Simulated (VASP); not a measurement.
# CdSe (P1) in VASP: single point with PBE

Aim: the single point of CdSe with PBE.

All numbers are computed with VASP 6.6.1; they aren't measurements. Logs are shortened: lines on timing, memory, paths and dates and some standing lists are left out, and cuts for length are marked.

### Step 1. The cell of the first run

The typed cell holds 16 atoms: a = 8.681 Å, b = 8.681 Å, c = 7.077 Å, α = 90.00°, β = 90.00°, γ = 120.00°.

### Step 2. Single point, PBE

The input, INCAR:

```
ALGO = Normal ; EDIFF = 1E-6
ENCUT = 520 ; GGA = PE
ISIF = 2 ; ISMEAR = -1
LASPH = True ; LCHARG = True
LELF = True ; LREAL = Auto
LVHAR = True ; LWAVE = False
NBANDS = 86 ; NELM = 80
PREC = Accurate ; SIGMA = 0.052
```

The input, KPOINTS:

```
k-points
0
Gamma
  3 3 2
```

The input, POSCAR:

```
CdSe
1.0
    8.6814368821      0.0000000000      0.0000000000
   -4.3407184410      7.5183448812      0.0000000000
    0.0000000000      0.0000000000      7.0766648637
Cd Se
8 8
Direct
    0.1580162110      0.3212433106      0.0014457375
    0.3241417125      0.1581350708      0.5050273072
    0.1677088321      0.8364602980      0.0127873796
    0.3344190298      0.6703712160      0.5056810050
    0.6595778428      0.3267384030      0.0226540331
    0.8295401462      0.1703096919      0.5041497752
    0.6653106777      0.8261541733      0.0011139428
    0.8561275581      0.6841803723      0.4933058252
    0.1646980451      0.3258171896      0.3749625072
    0.3372830408      0.1582418762      0.8871491191
    0.1616907025      0.8370311684      0.3817781472
    0.3407350902      0.6703049780      0.8794613169
    0.6724185997      0.3590681251      0.3795850237
    0.8361207814      0.1661017178      0.8714541551
    0.6649330582      0.8223070500      0.3837653827
    0.8294630987      0.6702488486      0.8714547204
```

Potentials or basis: VASP PAW PBE potentials, release 64 (Cd, Se).

The run is started by

```
$ cat potpaw_PBE.64/Cd/POTCAR potpaw_PBE.64/Se/POTCAR > POTCAR
$ mpirun -np 1 vasp_std > vasp.out
```

OUTCAR:

```text
EDIFF = 1E-6
   ENCUT = 520
   GGA = PE
   ISIF = 2
   ISMEAR = -1
   LASPH = True
   LREAL = Auto
   NELM = 80
   PREC = Accurate

 ion  position               nearest neighbor table
   1  0.158  0.321  0.001-  14 2.59   9 2.64  10 2.70  12 2.76
   2  0.324  0.158  0.505-  11 2.57   9 2.63  10 2.71  13 2.77
   3  0.168  0.836  0.013-  10 2.58  11 2.61  12 2.72  16 2.73
   4  0.334  0.670  0.506-  15 2.63  12 2.65  11 2.70   9 2.75
   5  0.660  0.327  0.023-  13 2.54  10 2.61  14 2.75  16 2.80
   6  0.830  0.170  0.504-  14 2.60   9 2.68  13 2.75  15 2.75
[... 8 lines left out ...]
  15  0.665  0.822  0.384-   8 2.60   4 2.63   7 2.71   6 2.75
  16  0.829  0.670  0.871-   7 2.58   8 2.68   3 2.73   5 2.80

  LATTYP: Found a hexagonal cell.
 ALAT       =     8.6814368821
 C/A-ratio  =     0.8151490312

  Lattice vectors:

 A1 = (   8.6814368821,   0.0000000000,   0.0000000000)
 A2 = (  -4.3407184410,   7.5183448812,   0.0000000000)
 A3 = (   0.0000000000,   0.0000000000,   7.0766648637)

Analysis of symmetry for initial positions (statically):
=====================================================================
 Subroutine PRICEL returns:
 Original cell was already a primitive cell.

 Routine SETGRP: Setting up the symmetry group for a
 hexagonal supercell.

 Subroutine GETGRP returns: Found  1 space group operations
 (whereof  1 operations were pure point group operations)
 out of a pool of 24 trial point group operations.

The static configuration has the point symmetry C_1 .

Analysis of symmetry for dynamics (positions and initial velocities):
=====================================================================
 Subroutine PRICEL returns:
 Original cell was already a primitive cell.

 Routine SETGRP: Setting up the symmetry group for a
 hexagonal supercell.

 Subroutine GETGRP returns: Found  1 space group operations
 (whereof  1 operations were pure point group operations)
 out of a pool of 24 trial point group operations.

The dynamic configuration has the point symmetry C_1 .

 Subroutine INISYM returns: Found  1 space group operations
 (whereof  1 operations are pure point group operations),
 and found     1 'primitive' translations

----------------------------------------------------------------------------------------

                                     Primitive cell

  volume of cell :     461.8942

  direct lattice vectors                    reciprocal lattice vectors
     8.681436882  0.000000000  0.000000000     0.115188305  0.066503999  0.000000000
    -4.340718441  7.518344881  0.000000000     0.000000000  0.133007998  0.000000000
     0.000000000  0.000000000  7.076664864     0.000000000  0.000000000  0.141309504

  length of vectors
     8.681436882  8.681436882  7.076664864     0.133007998  0.133007998  0.141309504

  position of ions in fractional coordinates (direct lattice)
     0.158016211  0.321243311  0.001445737
     0.324141713  0.158135071  0.505027307
     0.167708832  0.836460298  0.012787380
     0.334419030  0.670371216  0.505681005
     0.659577843  0.326738403  0.022654033
     0.829540146  0.170309692  0.504149775
[... 8 lines left out ...]
     0.664933058  0.822307050  0.383765383
     0.829463099  0.670248849  0.871454720

  ion indices of the primitive-cell ions
   primitive index   ion index
                 1           1
                 2           2
                 3           3
                 4           4
                 5           5
                 6           6
[... 8 lines left out ...]
                15          15
                16          16

----------------------------------------------------------------------------------------

 KPOINTS: k-points

Automatic generation of k-mesh.
 Grid dimensions read from file:
 generate k-points for:    3    3    2

 Generating k-lattice:

  Cartesian coordinates                     Fractional coordinates (reciprocal lattice)
     0.038396102  0.022168000  0.000000000     0.333333333  0.000000000  0.000000000
     0.000000000  0.044335999  0.000000000     0.000000000  0.333333333  0.000000000
     0.000000000  0.000000000  0.070654752     0.000000000  0.000000000  0.500000000

  Length of vectors
     0.044335999  0.044335999  0.070654752

  Shift w.r.t. Gamma in fractional coordinates (k-lattice)
     0.000000000  0.000000000  0.000000000

 Subroutine IBZKPT returns following result:
 ===========================================

 Found     10 irreducible k-points:

 Following reciprocal coordinates:
            Coordinates               Weight
  0.000000  0.000000  0.000000      1.000000
  0.333333  0.000000  0.000000      2.000000
  0.000000  0.333333  0.000000      2.000000
 -0.333333  0.333333  0.000000      2.000000
  0.333333  0.333333  0.000000      2.000000
  0.000000  0.000000  0.500000      1.000000
  0.333333  0.000000  0.500000      2.000000
  0.000000  0.333333  0.500000      2.000000
 -0.333333  0.333333  0.500000      2.000000
  0.333333  0.333333  0.500000      2.000000
   k-points           NKPTS =     10   k-points in BZ     NKDIM =     10   number of bands    NBANDS=     86
   number of dos      NEDOS =    301   number of ions     NIONS =     16
   total plane-waves  NPLWV = 264600
   dimension x,y,z NGX =    70 NGY =   70 NGZ =   54
   dimension x,y,z NGXF=   140 NGYF=  140 NGZF=  108
   ions per type =               8   8
   NGX,Y,Z   is equivalent  to a cutoff of  13.40, 13.40, 12.69 a.u.
   NGXF,Y,Z  is equivalent  to a cutoff of  26.81, 26.81, 25.37 a.u.
 SYSTEM =  unknown system
   PREC   = accura    normal or accurate (medium, high low for compatibility)
   ISTART =      0    job   : 0-new  1-cont  2-samecut
   ICHARG =      2    charge: 1-file 2-atom 10-const
   ISPIN  =      1    spin polarized calculation?
   LNONCOLLINEAR =      F non collinear calculations
   LSORBIT =      F    spin-orbit coupling
   LASPH  =      T    aspherical Exc in radial PAW
   ENCUT  =  520.0 eV  38.22 Ry    6.18 a.u.  16.14 16.14 13.16*2*pi/ulx,y,z
   NELM   =     80;   NELMIN=  2; NELMDL= -5     # of ELM steps
   EDIFF  = 0.1E-05   stopping-criterion for ELM
   LREAL  =      T    real-space projection
   EDIFFG = 0.1E-04   stopping-criterion for IOM
   NSW    =      0    number of steps for IOM
   IBRION =     -1    ionic relax: 0-MD 1-quasi-New 2-CG
   NFREE  =      0    steps in history (QN), initial steepest desc. (CG)
   ISIF   =      2    stress and relaxation
   ISYM   =      2    0-nonsym 1-usesym 2-fastsym
   POTIM  = 0.5000    time-step for ionic-motion
   TEBEG  =    0.0;   TEEND  =   0.0 temperature during run
   PSTRESS=    0.0 pullay stress
   NELECT =     144.0000    total number of electrons
   NUPDOWN=      -1.0000    fix difference up-down
   EMIN   =  10.00;   EMAX   =-10.00  energy-range for DOS
   EFERMI =   0.00;   METHOD = LEGACY
   ISMEAR =    -1;   SIGMA  =   0.05  broadening in eV -4-tet -1-fermi 0-gaus
   EFERMI_NEDOS =   21; number of points for ismear=-14 and -15
   IALGO  =     38    algorithm
   IMIX   =      4    mixing-type and parameters
     AMIX     =   0.40;   BMIX     =  1.00
     AMIX_MAG =   1.60;   BMIX_MAG =  1.00
  volume/ion in A,a.u.               =      28.87       194.81
  Fermi-wavevector in a.u.,A,eV,Ry     =   1.110064  2.097718 16.765683  1.232243
  Thomas-Fermi vector in A             =   2.246612
   LORBIT       =      0    0 simple, 1 ext, 2 COOP (PROOUT), +10 PAW based schemes
   GGA     = PE    functional components
   LHFCALC =     F    Hartree Fock is set to
   AEXX    =    0.0000 exact exchange contribution
   IVDW    =     0    specifies the selected vdW correction
   LEPSILON=     F    determine dielectric tensor
   LRPA    =     F    only Hartree local field effects (RPA)
 non-spin polarized calculation
  energy-cutoff  :      520.00
  volume of cell :      461.89
 maximum number of plane-waves:     12468
 NGX is ok and might be reduce to    70
   NGX = 33   NGY = 33   NGZ = 27

 number of electron     143.9999986 magnetization

 Free energy of the ion-electron system (eV)
  ---------------------------------------------------
  ext. energy  EPLUGINS =         0.00000000
  ---------------------------------------------------
  free energy    TOTEN  =       -43.31256808 eV

  energy without entropy =      -43.31205436  energy(sigma->0) =      -43.31231122

 E-fermi :   1.0843     XC(G=0):  -8.7618

 val. band max:        0.7934317077   @ k =   0.0000   0.0000   0.0000
 cond. band min:       1.3447933047   @ k =   0.0000   0.0000   0.0000
 fundamental gap:      0.5513615969
 Fermi energy:         1.0842517559

 k-point     1 :       0.0000    0.0000    0.0000
  band No.  band energies     occupation
      1     -11.9897      2.00000
      2     -11.5870      2.00000
      3     -11.3952      2.00000
      4     -11.3577      2.00000
      5     -11.2692      2.00000
      6     -11.2471      2.00000
[... 76 lines left out ...]
     83       5.6621      0.00000
     84       6.5086      0.00000

 k-point     2 :       0.3333    0.0000    0.0000
  band No.  band energies     occupation
      1     -11.9687      2.00000
      2     -11.5593      2.00000
      3     -11.4352      2.00000
      4     -11.3419      2.00000
      5     -11.3099      2.00000
      6     -11.2310      2.00000
[... 76 lines left out ...]
     83       5.8213      0.00000
     84       6.0146      0.00000

 k-point     3 :       0.0000    0.3333    0.0000
  band No.  band energies     occupation
      1     -11.9694      2.00000
      2     -11.5729      2.00000
      3     -11.3943      2.00000
      4     -11.3574      2.00000
      5     -11.3190      2.00000
      6     -11.2369      2.00000
[... 76 lines left out ...]
     83       5.8093      0.00000
     84       5.9572      0.00000

 k-point     4 :      -0.3333    0.3333    0.0000
  band No.  band energies     occupation
      1     -11.9719      2.00000
      2     -11.5467      2.00000
      3     -11.4330      2.00000
      4     -11.3848      2.00000
      5     -11.2576      2.00000
      6     -11.2399      2.00000
[... 76 lines left out ...]
     83       5.6465      0.00000
     84       6.0291      0.00000

 k-point     5 :       0.3333    0.3333    0.0000
  band No.  band energies     occupation
      1     -11.9601      2.00000
      2     -11.5333      2.00000
      3     -11.4493      2.00000
      4     -11.3800      2.00000
      5     -11.2878      2.00000
      6     -11.2307      2.00000
[... 76 lines left out ...]
     83       5.8244      0.00000
     84       5.9259      0.00000

 k-point     6 :       0.0000    0.0000    0.5000
  band No.  band energies     occupation
      1     -11.9549      2.00000
      2     -11.5113      2.00000
      3     -11.4510      2.00000
      4     -11.3178      2.00000
      5     -11.2972      2.00000
      6     -11.2238      2.00000
[... 76 lines left out ...]
     83       5.4986      0.00000
     84       5.6437      0.00000

 k-point     7 :       0.3333    0.0000    0.5000
  band No.  band energies     occupation
      1     -11.9424      2.00000
      2     -11.4773      2.00000
      3     -11.4423      2.00000
      4     -11.3325      2.00000
      5     -11.3049      2.00000
      6     -11.2362      2.00000
[... 76 lines left out ...]
     83       5.7677      0.00000
     84       5.8423      0.00000

 k-point     8 :       0.0000    0.3333    0.5000
  band No.  band energies     occupation
      1     -11.9431      2.00000
      2     -11.4831      2.00000
      3     -11.4441      2.00000
      4     -11.3116      2.00000
      5     -11.2942      2.00000
      6     -11.2573      2.00000
[... 76 lines left out ...]
     83       5.8005      0.00000
     84       5.8423      0.00000

 k-point     9 :      -0.3333    0.3333    0.5000
  band No.  band energies     occupation
      1     -11.9446      2.00000
      2     -11.4733      2.00000
      3     -11.4279      2.00000
      4     -11.3451      2.00000
      5     -11.3285      2.00000
      6     -11.2237      2.00000
[... 76 lines left out ...]
     83       5.7603      0.00000
     84       5.8218      0.00000

 k-point    10 :       0.3333    0.3333    0.5000
  band No.  band energies     occupation
      1     -11.9376      2.00000
      2     -11.4592      2.00000
      3     -11.4271      2.00000
      4     -11.3373      2.00000
      5     -11.3216      2.00000
      6     -11.2509      2.00000
[... 76 lines left out ...]
     83       5.6636      0.00000
     84       5.7163      0.00000
 [bands above 84 left out]

------------------------ aborting loop because EDIFF is reached ----------------------------------------

  FORCE on cell =-STRESS in cart. coord.  units (eV):
  Direction    XX          YY          ZZ          XY          YZ          ZX
  --------------------------------------------------------------------------------------
  -------------------------------------------------------------------------------------
  Total        6.8741920      5.0820650      6.8460171      2.0601616      0.3903811     -0.2319788
  in kB       23.8445842     17.6282139     23.7468538      7.1461050      1.3541190     -0.8046675
  external PRESSURE =      21.7398840 kB  Pullay stress =       0.0000000 kB

 VOLUME and BASIS-vectors are now :
 -----------------------------------------------------------------------------
  energy-cutoff  :      520.00
  volume of cell :      461.89
      direct lattice vectors                 reciprocal lattice vectors
     8.681436882  0.000000000  0.000000000     0.115188305  0.066503999  0.000000000
    -4.340718441  7.518344881  0.000000000     0.000000000  0.133007998  0.000000000
     0.000000000  0.000000000  7.076664864     0.000000000  0.000000000  0.141309504

 POSITION                                       TOTAL-FORCE (eV/Angst)
 -----------------------------------------------------------------------------------
     -0.02262      2.41522      0.01023         0.312057      0.359208     -0.112195
      2.12760      1.18891      3.57391         0.317536      0.643631      0.285391
     -2.17489      6.28880      0.09049        -0.112715     -0.596320     -0.426796
     -0.00666      5.04008      3.57854         0.007275     -0.298876     -0.059057
      4.30780      2.45653      0.16032         0.417913      0.347122     -0.755194
      6.46233      1.28045      3.56770        -0.121025     -0.100100     -0.457096
[... 8 lines left out ...]
      2.20317      6.18239      2.71578        -0.389571      0.693995     -0.321947
      4.29157      5.03916      6.16699         0.689764     -0.408608      0.167019
 -----------------------------------------------------------------------------------
    total drift:                               -0.014656      0.014805      0.000996

  FREE ENERGIE OF THE ION-ELECTRON SYSTEM (eV)
  ---------------------------------------------------
  free  energy   TOTEN  =       -43.3125680806 eV

  energy  without entropy=      -43.3120543589  energy(sigma->0) =      -43.31231122
```

It took 27 min on 1 thread of Intel Xeon 8259CL, shared host; peak memory 0.69 GiB.

What came out:

```yaml
Free_energy: -43.3126 eV
Pressure: 2.2 GPa
Largest_force: 1.599 eV/Å
Band_gap_on_the_k_mesh: 0.55 eV
```

Forces in eV/Å, atoms in the order of the input:
```
Cd   0.312  0.359 -0.112
Cd   0.318  0.644  0.285
Cd  -0.113 -0.596 -0.427
Cd   0.007 -0.299 -0.059
Cd   0.418  0.347 -0.755
Cd  -0.121 -0.100 -0.457
Cd   0.019  0.392  0.283
Cd  -1.094 -0.456  0.855
Se  -0.272  0.372  0.191
Se  -0.319  0.376 -0.446
Se   1.536  0.230 -0.382
Se  -0.589 -0.438  0.134
Se   0.089 -1.045  0.621
Se  -0.490 -0.071  0.424
Se  -0.390  0.694 -0.322
Se   0.690 -0.409  0.167
```

Caveat: the k points lie up to 0.44 Å⁻¹ apart; semilocal functionals underestimate gaps, and a narrow one can read as zero; forces of over 1 eV/Å act on the atoms, so gaps and moduli don't describe the material at rest. PBE gaps usually lie below the measured ones, often by a third to a half.
